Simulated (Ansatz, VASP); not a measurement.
**Two plane-wave programs on Mo**

```
Mo
1.0
    -1.56315    1.57100    1.56315
     1.57885   -1.57100    1.57885
     1.56315    1.57100   -1.56315
Mo
1
Direct
  0.00000 0.00000 0.00000
```

Change from the starting cell: strain +0.0100 x Voigt [0, 0, 0, 0, 1, 0], atoms carried along.

Alike in both runs: task single point; functional PBE; k mesh 22 × 22 × 22; occupations gaussian, width 0.15 eV; no spin polarisation.

```csv
,VASP,Ansatz
version,VASP 6.6.1,Ansatz 0.2.0
potentials or method,"VASP PAW PBE potentials, release 64 (Mo_sv), cutoff 520 eV","scalar-relativistic, plane waves, PAW"
valence electrons in the cell,14,14
```

```tsv
	VASP	Ansatz	Ansatz less VASP
gap on the k mesh at the Fermi level (eV)	none	none	-
pressure (GPa)	5.4	4.8	-0.58
traceless stress, the component that is largest in VASP (GPa)	-1.05	-1.04	+0.007
```

A gap of «none» marks a metal or a gap that the smearing closes.
